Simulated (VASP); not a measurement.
Write the native input for VASP 6.6.1 that does the following.

```yaml
Task: single point
Functional: PBE
Potentials_or_basis: VASP PAW PBE potentials, release 64 (Ni)
Cutoff: 520 eV
k_mesh: 8 × 11 × 13
Occupations: fermi-dirac, width 0.1 eV
Spin: collinear spin
Starting_moments: "[0.0, 2.0] μB"
Dipole_correction: no
Further_INCAR_settings: ALGO = Normal; EDIFF = 1e-06; NBANDS = 21; ISYM = 0
```

The structure of Ni lies in POSCAR:

```
Ni
1.0
   -1.7584000000     -1.7584000000     -3.5168000000
    1.7584000000     -1.7584000000      0.0000000000
   -1.7584000000     -1.7584000000      0.0000000000
Ni
2
Direct
    0.0000000000      0.0000000000      0.0000000000
    0.5000000000      0.5000000000      0.0000000000
```

These files were run (other wordings do the same):

INCAR

```
SYSTEM = Ni
PREC     = Accurate       ! precision mode
ENCUT    = 520            ! plane-wave cutoff, eV
EDIFF    = 1E-6           ! SCF threshold, eV
ISMEAR   = -1             ! smearing method
SIGMA    = 0.1            ! smearing width, eV
LREAL    = .FALSE.        ! projectors in reciprocal space
LASPH    = .TRUE.         ! aspherical terms in the spheres
NELM     = 150            ! most SCF steps
ALGO     = Normal         ! electronic algorithm
ISIF     = 2              ! what is computed and relaxed
LWAVE    = .FALSE.        ! write WAVECAR
LCHARG   = .TRUE.         ! write CHGCAR
ISPIN    = 2              ! spin polarisation
MAGMOM   = 0 2            ! initial moments
LORBIT   = 11             ! projections on sites
LMAXMIX  = 4              ! l up to which the mixer works
GGA      = PE             ! functional
LELF     = .TRUE.         ! ELF
LVHAR    = .TRUE.       
NBANDS   = 21             ! bands
ISYM     = 0
```

KPOINTS

```
Automatic mesh
0
G
  8 11 13
  0 0 0
```

Potentials or basis: VASP PAW PBE potentials, release 64 (Ni).

The run is started by

```sh
$ cat potpaw_PBE.64/Ni/POTCAR > POTCAR
$ mpirun -np 1 vasp_std > vasp.out
```

It gave:

* Pressure: 0.6 GPa
* Net moment: 1.22 μB per cell
* Site moments: Ni +0.62 μB
* Valence electrons inside the program's atomic spheres: Ni 9.31

Run time: 7.5 min on 1 thread of Intel Xeon 8259CL, with other jobs on the host, peak memory 0.43 GiB.
